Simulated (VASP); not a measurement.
# MnO (Fm-3m) in VASP: single point with PBE

Aim: the single point of MnO with PBE.

Program: VASP 6.6.1. These are calculated values, not measurements. Logs are shortened: lines on timing, memory, paths and dates and some standing lists are left out, and cuts for length are marked.

**1. The cell of the first run**

It takes space group Fm-3m (No. 225, cubic). Conventional cell: a = 4.075 Å, b = 4.075 Å, c = 4.075 Å, α = 90.00°, β = 90.00°, γ = 90.00°. Mn (site symmetry m-3m) has 6 O at 2.04 Å within 2.7 Å. O (site symmetry m-3m) has 6 Mn at 2.04 Å within 2.7 Å.

**2. Single point, PBE (8.46 Å³/atom)**

The input, INCAR:

```
PREC     = Accurate       # precision mode
ENCUT    = 700            # plane-wave cutoff, eV
EDIFF    = 1E-6           # SCF threshold, eV
ISMEAR   = 0              # smearing method
SIGMA    = 0.05           # smearing width, eV
LREAL    = False          # projectors in reciprocal space
LASPH    = True           # aspherical terms in the spheres
NELM     = 120            # most SCF steps
ALGO     = Normal         # electronic algorithm
ISIF     = 2              # what is computed and relaxed
LWAVE    = False          # write WAVECAR
LCHARG   = False          # write CHGCAR
GGA      = PE             # functional
NBANDS   = 18             # bands
GGA_COMPAT= False
```

The input, KPOINTS:

```
regular mesh
0
Gamma
  14 14 14
```

The input, POSCAR:

```
MnO
1.0
    0.0000000000      2.0373341943      2.0373341943
    2.0373341943      0.0000000000      2.0373341943
    2.0373341943      2.0373341943      0.0000000000
Mn O
1 1
Direct
    0.0000000000      0.0000000000      0.0000000000
    0.5000000000      0.5000000000      0.5000000000
```

Potentials or basis: VASP PAW PBE potentials, release 64 (Mn_sv, O).

Started as:

```
$ cat potpaw_PBE.64/Mn_sv/POTCAR potpaw_PBE.64/O/POTCAR > POTCAR
$ mpirun -np 1 vasp_std > vasp.out
```

OUTCAR:

```text
PREC = Accurate
   ENCUT = 700
   EDIFF = 1E-6
   ISMEAR = 0
   LREAL = False
   LASPH = True
   NELM = 120
   ISIF = 2
   GGA = PE

 ion  position               nearest neighbor table
   1  0.000  0.000  0.000-   2 2.04   2 2.04   2 2.04   2 2.04   2 2.04   2 2.04
   2  0.500  0.500  0.500-   1 2.04   1 2.04   1 2.04   1 2.04   1 2.04   1 2.04

  LATTYP: Found a face centered cubic cell.
 ALAT       =     4.0746683886

  Lattice vectors:

 A1 = (   0.0000000000,   2.0373341943,   2.0373341943)
 A2 = (   2.0373341943,   0.0000000000,   2.0373341943)
 A3 = (   2.0373341943,   2.0373341943,   0.0000000000)

Analysis of symmetry for initial positions (statically):
=====================================================================
 Subroutine PRICEL returns:
 Original cell was already a primitive cell.

 Routine SETGRP: Setting up the symmetry group for a
 face centered cubic supercell.

 Subroutine GETGRP returns: Found 48 space group operations
 (whereof 48 operations were pure point group operations)
 out of a pool of 48 trial point group operations.

The static configuration has the point symmetry O_h .

Analysis of symmetry for dynamics (positions and initial velocities):
=====================================================================
 Subroutine PRICEL returns:
 Original cell was already a primitive cell.

 Routine SETGRP: Setting up the symmetry group for a
 face centered cubic supercell.

 Subroutine GETGRP returns: Found 48 space group operations
 (whereof 48 operations were pure point group operations)
 out of a pool of 48 trial point group operations.

The dynamic configuration has the point symmetry O_h .

 Subroutine INISYM returns: Found 48 space group operations
 (whereof 48 operations are pure point group operations),
 and found     1 'primitive' translations

----------------------------------------------------------------------------------------

                                     Primitive cell

  volume of cell :      16.9129

  direct lattice vectors                    reciprocal lattice vectors
     0.000000000  2.037334194  2.037334194    -0.245418744  0.245418744  0.245418744
     2.037334194  0.000000000  2.037334194     0.245418744 -0.245418744  0.245418744
     2.037334194  2.037334194  0.000000000     0.245418744  0.245418744 -0.245418744

  length of vectors
     2.881225649  2.881225649  2.881225649     0.425077735  0.425077735  0.425077735

  position of ions in fractional coordinates (direct lattice)
     0.000000000  0.000000000  0.000000000
     0.500000000  0.500000000  0.500000000

  ion indices of the primitive-cell ions
   primitive index   ion index
                 1           1
                 2           2

----------------------------------------------------------------------------------------

 KPOINTS: regular mesh

Automatic generation of k-mesh.
 Grid dimensions read from file:
 generate k-points for:   14   14   14

 Generating k-lattice:

  Cartesian coordinates                     Fractional coordinates (reciprocal lattice)
    -0.017529910  0.017529910  0.017529910     0.071428571  0.000000000  0.000000000
     0.017529910 -0.017529910  0.017529910     0.000000000  0.071428571  0.000000000
     0.017529910  0.017529910 -0.017529910     0.000000000  0.000000000  0.071428571

  Length of vectors
     0.030362695  0.030362695  0.030362695

  Shift w.r.t. Gamma in fractional coordinates (k-lattice)
     0.000000000  0.000000000  0.000000000

 Subroutine IBZKPT returns following result:
 ===========================================

 Found    104 irreducible k-points:

 Following reciprocal coordinates:
            Coordinates               Weight
  0.000000  0.000000  0.000000      1.000000
  0.071429  0.000000  0.000000      8.000000
  0.142857  0.000000  0.000000      8.000000
  0.214286  0.000000  0.000000      8.000000
  0.285714  0.000000  0.000000      8.000000
  0.357143  0.000000  0.000000      8.000000
[... 16 lines left out ...]
  0.214286  0.142857  0.000000     24.000000
  0.285714  0.142857  0.000000     24.000000
 [... further k-points ...]
   k-points           NKPTS =    104   k-points in BZ     NKDIM =    104   number of bands    NBANDS=     18
   number of dos      NEDOS =    301   number of ions     NIONS =      2
   total plane-waves  NPLWV =  21952
   dimension x,y,z NGX =    28 NGY =   28 NGZ =   28
   dimension x,y,z NGXF=    56 NGYF=   56 NGZF=   56
   ions per type =               1   1
   NGX,Y,Z   is equivalent  to a cutoff of  16.16, 16.16, 16.16 a.u.
   NGXF,Y,Z  is equivalent  to a cutoff of  32.31, 32.31, 32.31 a.u.
 SYSTEM =  unknown system
   PREC   = accura    normal or accurate (medium, high low for compatibility)
   ISTART =      0    job   : 0-new  1-cont  2-samecut
   ICHARG =      2    charge: 1-file 2-atom 10-const
   ISPIN  =      1    spin polarized calculation?
   LNONCOLLINEAR =      F non collinear calculations
   LSORBIT =      F    spin-orbit coupling
   LASPH  =      T    aspherical Exc in radial PAW
   ENCUT  =  700.0 eV  51.45 Ry    7.17 a.u.   6.22  6.22  6.22*2*pi/ulx,y,z
   NELM   =    120;   NELMIN=  2; NELMDL= -5     # of ELM steps
   EDIFF  = 0.1E-05   stopping-criterion for ELM
   LREAL  =      F    real-space projection
   EDIFFG = 0.1E-04   stopping-criterion for IOM
   NSW    =      0    number of steps for IOM
   IBRION =     -1    ionic relax: 0-MD 1-quasi-New 2-CG
   NFREE  =      0    steps in history (QN), initial steepest desc. (CG)
   ISIF   =      2    stress and relaxation
   ISYM   =      2    0-nonsym 1-usesym 2-fastsym
   POTIM  = 0.5000    time-step for ionic-motion
   TEBEG  =    0.0;   TEEND  =   0.0 temperature during run
   PSTRESS=    0.0 pullay stress
   NELECT =      21.0000    total number of electrons
   NUPDOWN=      -1.0000    fix difference up-down
   EMIN   =  10.00;   EMAX   =-10.00  energy-range for DOS
   EFERMI =   0.00;   METHOD = LEGACY
   ISMEAR =     0;   SIGMA  =   0.05  broadening in eV -4-tet -1-fermi 0-gaus
   EFERMI_NEDOS =   21; number of points for ismear=-14 and -15
   IALGO  =     38    algorithm
   IMIX   =      4    mixing-type and parameters
     AMIX     =   0.40;   BMIX     =  1.00
     AMIX_MAG =   1.60;   BMIX_MAG =  1.00
  volume/ion in A,a.u.               =       8.46        57.07
  Fermi-wavevector in a.u.,A,eV,Ry     =   1.759580  3.325124 42.125289  3.096121
  Thomas-Fermi vector in A             =   2.828514
   LORBIT       =      0    0 simple, 1 ext, 2 COOP (PROOUT), +10 PAW based schemes
   GGA     = PE    functional components
   LHFCALC =     F    Hartree Fock is set to
   AEXX    =    0.0000 exact exchange contribution
   IVDW    =     0    specifies the selected vdW correction
   LEPSILON=     F    determine dielectric tensor
   LRPA    =     F    only Hartree local field effects (RPA)
 non-spin polarized calculation
 Gauss-broadening in eV      SIGMA  =   0.05
  energy-cutoff  :      700.00
  volume of cell :       16.91
 maximum number of plane-waves:       725
 NGX is ok and might be reduce to    28
   NGX = 13   NGY = 13   NGZ = 13

 number of electron      21.0000004 magnetization

 Free energy of the ion-electron system (eV)
  ---------------------------------------------------
  ext. energy  EPLUGINS =         0.00000000
  ---------------------------------------------------
  free energy    TOTEN  =       -14.94587526 eV

  energy without entropy =      -14.93894854  energy(sigma->0) =      -14.94241190

 E-fermi :  12.8954     XC(G=0): -13.6253

 val. band max:       12.8928730018   @ k =   0.4286   0.2857   0.0000
 cond. band min:      12.9019018115   @ k =  -0.4286   0.1429   0.0714
 fundamental gap:      0.0090288097
 Fermi energy:        12.8953787866

 k-point     1 :       0.0000    0.0000    0.0000
  band No.  band energies     occupation
      1     -66.6552      2.00000
      2     -35.3747      2.00000
      3     -35.3747      2.00000
      4     -35.3747      2.00000
      5      -9.5882      2.00000
      6       7.9954      2.00000
[... 10 lines left out ...]
     17      32.4954      0.00000
     18      32.4954      0.00000

 k-point     2 :       0.0714    0.0000    0.0000
  band No.  band energies     occupation
      1     -66.6539      2.00000
      2     -35.3852      2.00000
      3     -35.3758      2.00000
      4     -35.3758      2.00000
      5      -9.5206      2.00000
      6       7.5983      2.00000
[... 10 lines left out ...]
     17      32.3802      0.00000
     18      32.6400      0.00000

 k-point     3 :       0.1429    0.0000    0.0000
  band No.  band energies     occupation
      1     -66.6503      2.00000
      2     -35.4148      2.00000
      3     -35.3789      2.00000
      4     -35.3789      2.00000
      5      -9.3265      2.00000
      6       6.6681      2.00000
[... 10 lines left out ...]
     17      31.9045      0.00000
     18      33.1130      0.00000

 k-point     4 :       0.2143    0.0000    0.0000
  band No.  band energies     occupation
      1     -66.6450      2.00000
      2     -35.4574      2.00000
      3     -35.3835      2.00000
      4     -35.3834      2.00000
      5      -9.0330      2.00000
      6       5.5659      2.00000
[... 375 lines left out ...]
      4     -35.3882      2.00000
      5      -9.2582      2.00000
      6       6.0785      2.00000
[... 10 lines left out ...]
     17      31.1805      0.00000
     18      32.6563      0.00000

 k-point    23 :       0.2143    0.1429    0.0000
  band No.  band energies     occupation
      1     -66.6447      2.00000
      2     -35.4391      2.00000
      3     -35.3948      2.00000
      4     -35.3925      2.00000
      5      -9.0621      2.00000
      6       5.4427      2.00000
[... 10 lines left out ...]
     17      30.6729      0.00000
     18      31.9408      0.00000

 k-point    24 :       0.2857    0.1429    0.0000
  band No.  band energies     occupation
      1     -66.6396      2.00000
      2     -35.4773      2.00000
      3     -35.4010      2.00000
      4     -35.3975      2.00000
      5      -8.7927      2.00000
      6       4.7883      2.00000
[... 10 lines left out ...]
     17      30.0118      0.00000
     18      32.5491      0.00000

 [... further k-points ...]

------------------------ aborting loop because EDIFF is reached ----------------------------------------

  FORCE on cell =-STRESS in cart. coord.  units (eV):
  Direction    XX          YY          ZZ          XY          YZ          ZX
  --------------------------------------------------------------------------------------
  -------------------------------------------------------------------------------------
  Total        0.4556342      0.4556342      0.4556342      0.0000000      0.0000000     -0.0000000
  in kB       43.1628422     43.1628422     43.1628422      0.0000000      0.0000000     -0.0000000
  external PRESSURE =      43.1628422 kB  Pullay stress =       0.0000000 kB

 VOLUME and BASIS-vectors are now :
 -----------------------------------------------------------------------------
  energy-cutoff  :      700.00
  volume of cell :       16.91
      direct lattice vectors                 reciprocal lattice vectors
     0.000000000  2.037334194  2.037334194    -0.245418744  0.245418744  0.245418744
     2.037334194  0.000000000  2.037334194     0.245418744 -0.245418744  0.245418744
     2.037334194  2.037334194  0.000000000     0.245418744  0.245418744 -0.245418744

 POSITION                                       TOTAL-FORCE (eV/Angst)
 -----------------------------------------------------------------------------------
      0.00000      0.00000      0.00000         0.000000      0.000000      0.000000
      2.03733      2.03733      2.03733        -0.000000     -0.000000     -0.000000
 -----------------------------------------------------------------------------------
    total drift:                                0.000000      0.000000      0.000000

  FREE ENERGIE OF THE ION-ELECTRON SYSTEM (eV)
  ---------------------------------------------------
  free  energy   TOTEN  =       -14.9458752637 eV

  energy  without entropy=      -14.9389485372  energy(sigma->0) =      -14.94241190
```

It took 29 s on 1 thread of Intel Xeon 6975P-C (Granite Rapids), shared host; peak memory 0.18 GiB.

What came out:

```yaml
Free_energy: -14.9459 eV
Pressure: 4.3 GPa
Band_gap_on_the_k_mesh: zero (an odd number of electrons rules out a gap without spin polarisation)
```

Caveat: the cell stands under pressure; an odd number of electrons without spin polarisation forces a metal; a magnetic or distorted state may lie lower; the run has no spin polarisation, though such a crystal can be magnetic; semilocal functionals often make such compounds metallic where correlation or magnetic order opens a gap, which also shifts bond lengths. Spin polarisation is off, so any magnetic state and its effect on volume and gap are missing.
